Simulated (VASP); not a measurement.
Wanted: the native input for a VASP 6.6.1 run.

```
Task                   : single point
Functional             : PBE
Potentials or basis    : VASP PAW PBE potentials, release 64 (Br)
Cutoff                 : 520 eV
k mesh                 : 10 × 10 × 10
Occupations            : fermi-dirac, width 0.05 eV
Spin                   : no spin polarisation
Dipole correction      : no
Further INCAR settings : ALGO = Normal; EDIFF = 1e-06; NBANDS = 14
```

The structure of Br lies in POSCAR:

```
Br
1.0
    0.0000000000      3.5019060821      3.5019060821
    3.5019060821      0.0000000000      3.5019060821
    3.5019060821      3.5019060821      0.0000000000
Br
2
Direct
    0.0000000000      0.0000000000      0.0000000000
    0.2500000000      0.2500000000      0.2500000000
```

One way to write it, as run:

INCAR

```
SYSTEM = Br
PREC     = Accurate       ! precision mode
ENCUT    = 520            ! plane-wave cutoff, eV
EDIFF    = 1E-6           ! SCF threshold, eV
ISMEAR   = -1             ! smearing method
SIGMA    = 0.05           ! smearing width, eV
LREAL    = .False.        ! projectors in reciprocal space
LASPH    = .True.         ! aspherical terms in the spheres
NELM     = 60             ! most SCF steps
ALGO     = Normal         ! electronic algorithm
ISIF     = 2              ! what is computed and relaxed
LWAVE    = .False.        ! write WAVECAR
LCHARG   = .False.        ! write CHGCAR
GGA      = PE             ! functional
NBANDS   = 14             ! bands
```

KPOINTS

```
Automatic mesh
0
Gamma
  10 10 10
  0 0 0
```

Potentials or basis: VASP PAW PBE potentials, release 64 (Br).

Command:

```sh
$ cat potpaw_PBE.64/Br/POTCAR > POTCAR
$ mpirun -np 1 vasp_std > vasp.out
```

It gave:

```json
{
  "Pressure": "0.0 GPa",
  "Band gap on the k mesh": "zero (bands 7 and 8 overlap by 1.20 eV)"
}
```

Run time: 34 s on 1 thread of Intel(R) Xeon(R) Platinum 8375C CPU @ 2.90GHz (Ice Lake) (shared host), peak memory 0.24 GiB.
